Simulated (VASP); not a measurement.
# W (Im-3m) in VASP: a series of runs, part 2 of 2

VASP 6.6.1. The steps go on from the part before.

## Step 4: Relaxation of cell and atoms, PBE, target pressure 10 GPa, at which the enthalpy is minimised

The input, INCAR:

```
SYSTEM = W
PREC = Accurate
ENCUT = 600
EDIFF = 1E-6
ISMEAR = -1
SIGMA = 0.05
LREAL = .FALSE.
LASPH = .TRUE.
NELM = 60
ALGO = Normal
ISIF = 3
LWAVE = .FALSE.
LCHARG = .FALSE.
GGA = PE
IBRION = 2
NSW = 60
EDIFFG = -0.01
PSTRESS = 100.0
```

The input, KPOINTS:

```
regular mesh
0
G
  12 12 12
  0 0 0
```

The input, POSCAR:

```
W
1.0
   -1.5823450000      1.5823450000      1.5823450000
    1.5823450000     -1.5823450000      1.5823450000
    1.5823450000      1.5823450000     -1.5823450000
W
1
Direct
    0.0000000000      0.0000000000      0.0000000000
```

On the command line:

```console
$ cat potpaw_PBE.64/W_sv/POTCAR > POTCAR
$ mpirun -np 1 vasp_std > vasp.out
```

Run time: 18 s. Hardware: 1 thread of Intel Xeon Platinum 8259CL at 2.50GHz (Skylake/Cascade Lake), shared host; peak memory 0.16 GiB.

Results (log left out):

| Quantity | Value |
| --- | --- |
| Free energy | -12.9426 eV |
| Relaxed volume | 15.68 Å³/atom |
| Relaxed cell | a = 2.731 Å, b = 2.731 Å, c = 2.731 Å, α = 109.47°, β = 109.47°, γ = 109.47° |
| Space group after relaxing (to 0.1 Å) | Im-3m (No. 229) |
| Energy change on relaxing (the run minimises the enthalpy) | +8.3 meV/atom |
| Ionic steps | 3 |
| Pressure after relaxing | 9.9 GPa |
| Band gap on the k mesh | zero (bands 7 and 8 overlap by 6.49 eV) |

Step by step:
| step | energy change (eV) | largest force (eV/Å) | pressure (GPa) | volume (Å³) |
| --- | --- | --- | --- | --- |
| 1 | 0.0000 | 0.0000 | 6.48 | 15.85 |
| 2 | 0.0748 | 0.0000 | 24.82 | 15.06 |
| 3 | 0.0083 | 0.0000 | 9.94 | 15.68 |

Final structure:
```xyz
1
Lattice="-1.5769 1.5769 1.5769 1.5769 -1.5769 1.5769 1.5769 1.5769 -1.5769" Properties=species:S:1:pos:R:3 pbc="T T T"
W     0.0000    0.0000    0.0000
```

Levels at points of the mesh, in eV from the Fermi level:
```csv
k point,band 3,band 4,band 5,band 6,band 7,band 8,band 9,band 10,band 11
"(0.00, 0.00, 0.00)",-37.64,-37.64,-9.62,-1.17,-1.17,-1.17,2.37,2.37,14.62
"(0.50, 0.00, 0.00)",-38.07,-37.64,-6.27,-3.54,0.79,2.27,3.26,6.33,11.59
"(0.50, 0.50, 0.50)",-38.57,-38.57,-5.84,-5.84,5.32,5.32,5.32,8.41,8.41
```

Caveat: the cell is relaxed towards a set pressure, so the run minimises the enthalpy, not the energy; spin-orbit coupling is left out, which moves the levels of the heavy elements.

## Step 5: Relaxation of cell and atoms, PBE, target pressure 20 GPa, at which the enthalpy is minimised

The input, INCAR:

```
PREC = Accurate
ENCUT = 600
EDIFF = 1E-6
ISMEAR = -1
SIGMA = 0.05
LREAL = F
LASPH = T
NELM = 60
ALGO = Normal
ISIF = 3
LWAVE = F
LCHARG = F
GGA = PE
IBRION = 2
NSW = 60
EDIFFG = -0.01
PSTRESS = 200.0
```

The input, KPOINTS:

```
regular mesh
0
Gamma
  12 12 12
```

POSCAR is that of step 4.

On the command line:

```console
$ cat potpaw_PBE.64/W_sv/POTCAR > POTCAR
$ mpirun -np 1 vasp_std > vasp.out
```

Wall time 35 s (1 thread of Intel Xeon Platinum 8259CL at 2.50GHz (Skylake/Cascade Lake), shared host); peak memory 0.16 GiB.

It converged, with:

```
Free energy                                                : -12.9023 eV
Relaxed volume                                             : 15.25 Å³/atom
Relaxed cell                                               : a = 2.706 Å, b = 2.706 Å, c = 2.706 Å, α = 109.47°, β = 109.47°, γ = 109.47°
Space group after relaxing (to 0.1 Å)                      : Im-3m (No. 229)
Energy change on relaxing (the run minimises the enthalpy) : +48.6 meV/atom
Ionic steps                                                : 7
Pressure after relaxing                                    : 20.0 GPa
Band gap on the k mesh                                     : zero (bands 7 and 8 overlap by 6.75 eV)
```

The path:
| step | energy change (eV) | largest force (eV/Å) | pressure (GPa) | volume (Å³) |
| --- | --- | --- | --- | --- |
| 1 | 0.0000 | 0.0000 | 6.48 | 15.85 |
| 2 | 0.8522 | 0.0000 | 104.36 | 12.97 |
| 3 | 0.0443 | 0.0000 | 19.12 | 15.29 |
| 4 | 0.0479 | 0.0000 | 19.88 | 15.26 |
| 5 | 0.0494 | 0.0000 | 20.18 | 15.24 |
| 6 | 0.0455 | 0.0000 | 19.49 | 15.28 |
| 7 | 0.0486 | 0.0000 | 20.02 | 15.25 |

Final structure:
```
W
1.0
    -1.56222    1.56222    1.56222
     1.56222   -1.56222    1.56222
     1.56222    1.56222   -1.56222
W
1
Direct
  0.00000 0.00000 0.00000
```

Levels at points of the mesh, in eV from the Fermi level:
```
           k point  band 3  band 4  band 5  band 6  band 7  band 8  band 9  band 10  band 11
(0.00, 0.00, 0.00)  -37.58  -37.58   -9.80   -1.24   -1.24   -1.24    2.41     2.41    14.65
(0.50, 0.00, 0.00)  -38.05  -37.59   -6.48   -3.71    0.87    2.33    3.35     6.56    11.63
(0.50, 0.50, 0.50)  -38.60  -38.60   -6.10   -6.10    5.51    5.51    5.51     8.62     8.62
```

Caveat: the cell is relaxed towards a set pressure, so the run minimises the enthalpy, not the energy; spin-orbit coupling is left out, which moves the levels of the heavy elements.

## Step 6: Relaxation of cell and atoms, PBE, target pressure 30 GPa, at which the enthalpy is minimised

The input, INCAR:

```
SYSTEM = W
ALGO = Normal
EDIFF = 1E-7
EDIFFG = -0.01
ENCUT = 600
GGA = PE
IBRION = 2
ISIF = 3
ISMEAR = -1
LASPH = .TRUE.
LCHARG = .FALSE.
LREAL = .FALSE.
LWAVE = .FALSE.
NELM = 100
NSW = 60
PREC = Accurate
PSTRESS = 300.0
SIGMA = 0.05
```

The input, KPOINTS:

```
k-points
0
G
  12 12 12
  0 0 0
```

POSCAR is that of step 5.

Potentials or basis: VASP PAW PBE potentials, release 64 (W_sv).

On the command line:

```console
$ cat potpaw_PBE.64/W_sv/POTCAR > POTCAR
$ mpirun -np 1 vasp_std > vasp.out
```

OUTCAR:

```text
SYSTEM = W
   EDIFF = 1E-7
   EDIFFG = -0.01
   ENCUT = 600
   GGA = PE
   IBRION = 2
   ISIF = 3
   ISMEAR = -1
   LASPH = .TRUE.
   LREAL = .FALSE.
   NELM = 100
   NSW = 60
   PREC = Accurate
   PSTRESS = 300.0

 ion  position               nearest neighbor table
   1  0.000  0.000  0.000-

  LATTYP: Found a body centered cubic cell.
 ALAT       =     3.1646900000

  Lattice vectors:

 A1 = (  -1.5823450000,   1.5823450000,   1.5823450000)
 A2 = (   1.5823450000,  -1.5823450000,   1.5823450000)
 A3 = (   1.5823450000,   1.5823450000,  -1.5823450000)

Analysis of symmetry for initial positions (statically):
=====================================================================
 Subroutine PRICEL returns:
[... 332 lines left out ...]
 fundamental gap:      0.0638606618
 Fermi energy:        12.3742662334

 k-point     1 :       0.0000    0.0000    0.0000
  band No.  band energies     occupation
      1     -61.7015      2.00000
      2     -25.1574      2.00000
      3     -25.1574      2.00000
      4     -25.1574      2.00000
      5       2.4057      2.00000
      6      11.0561      2.00000
      7      11.0561      2.00000
      8      11.0561      2.00000
      9      14.8099      0.00000
     10      14.8099      0.00000
     11      27.0465      0.00000
[... 309 lines left out ...]
 k-point    24 :       0.4167    0.0833    0.0833
  band No.  band energies     occupation
      1     -61.5202      2.00000
      2     -26.6409      2.00000
      3     -25.7437      2.00000
      4     -25.2772      2.00000
      5       6.4129      2.00000
      6       8.4787      2.00000
      7      12.2776      1.74702
      8      15.0176      0.00000
      9      15.8572      0.00000
     10      20.4868      0.00000
     11      23.2516      0.00000

 [... further k-points ...]

------------------------ aborting loop because EDIFF is reached ----------------------------------------

  FORCE on cell =-STRESS in cart. coord.  units (eV):
  Direction    XX          YY          ZZ          XY          YZ          ZX
  --------------------------------------------------------------------------------------
  -------------------------------------------------------------------------------------
  Total        2.7843097      2.7843097      2.7843097      0.0000000      0.0000000     -0.0000000
  in kB      299.9679698    299.9679698    299.9679698      0.0000000      0.0000000     -0.0000000
  external PRESSURE =      -0.0320302 kB  Pullay stress =     300.0000000 kB
[... 20 lines left out ...]
  energy  without entropy=      -12.8382550122  energy(sigma->0) =      -12.84082998

  enthalpy is  TOTEN    =       -10.0587979061 eV   P V=        2.7846070400

 reached required accuracy - stopping structural energy minimisation
```

Run time: 34 s. Hardware: 1 thread of Intel Xeon Platinum 8259CL at 2.50GHz (Skylake/Cascade Lake), shared host; peak memory 0.16 GiB.

What came out:

| Item | Value |
| --- | --- |
| Free energy | -12.8434 eV |
| Relaxed volume | 14.87 Å³/atom |
| Relaxed cell | a = 2.683 Å, b = 2.683 Å, c = 2.683 Å, α = 109.47°, β = 109.47°, γ = 109.47° |
| Space group after relaxing (to 0.1 Å) | Im-3m (No. 229) |
| Energy change on relaxing (the run minimises the enthalpy) | +107.6 meV/atom |
| Ionic steps | 5 |
| Pressure after relaxing | 30.0 GPa |
| Band gap on the k mesh | zero (bands 7 and 8 overlap by 6.99 eV) |

Step by step:
```
step  energy change (eV)  largest force (eV/Å)  pressure (GPa)  volume (Å³)
   1              0.0000                0.0000            6.49        15.85
   2              2.8385                0.0000          249.43        11.09
   3              0.0857                0.0000           26.62        14.99
   4              0.1009                0.0000           29.01        14.91
   5              0.1076                0.0000           30.00        14.87
```

Final structure:
```yaml
crystal:
  lattice:
    - [-1.54917, 1.54917, 1.54917]
    - [1.54917, -1.54917, 1.54917]
    - [1.54917, 1.54917, -1.54917]
  atoms:
    - { symbol: W, position: [0.00000, 0.00000, 0.00000] }
```

Caveat: the cell is relaxed towards a set pressure, so the run minimises the enthalpy, not the energy; spin-orbit coupling is left out, which moves the levels of the heavy elements.

## Step 7: Overview

| cell | gap on the mesh (eV) | pressure (GPa) |
| --- | --- | --- |
| relaxed to 2 GPa | none | 1.9 |
| relaxed to 5 GPa | none | 5.0 |
| relaxed to 10 GPa | none | 9.9 |
| relaxed to 20 GPa | none | 20.0 |
| relaxed to 30 GPa | none | 30.0 |

Alike in all rows: task relaxation of cell and atoms; level PBE; potentials or basis VASP PAW PBE potentials, release 64 (W_sv); no spin polarisation; k mesh 12 × 12 × 12; cutoff (eV) 600; smearing fermi-dirac 0.05 eV.

Caveats: the cell is relaxed towards a set pressure, so the run minimises the enthalpy, not the energy; spin-orbit coupling is left out, which moves the levels of the heavy elements.

Total energies depend on the potentials used, so only differences within one code and one set of settings carry meaning.
